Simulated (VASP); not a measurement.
Runs of VASP 6.6.1 on H24CO11. The cells are those of the table. 

```tsv
cell	gap on the mesh (eV)	pressure (GPa)	largest force (eV/Å)
a = 6.913 Å, 36 atoms	3.30	(d)	4.70
a = 7.528 Å, 36 atoms	3.49	0.3	6.04
a = 6.977 Å, 36 atoms	3.43	3.1	(b)
a = 7.315 Å, 36 atoms	3.85	(a)	(c)
```

Alike in all rows: task single point; level PBE+D3(BJ); potentials or basis VASP PAW PBE potentials, release 64 (O, H, C); no spin polarisation; k mesh 1 × 1 × 1; cutoff (eV) 520; smearing fermi-dirac 0.05 eV.

Estimate the missing entries.

(a) 1.0; (b) 5.34; (c) 7.58; (d) -0.7.

Caveats: all runs use coarse meshes.

A k mesh can miss the band edges.
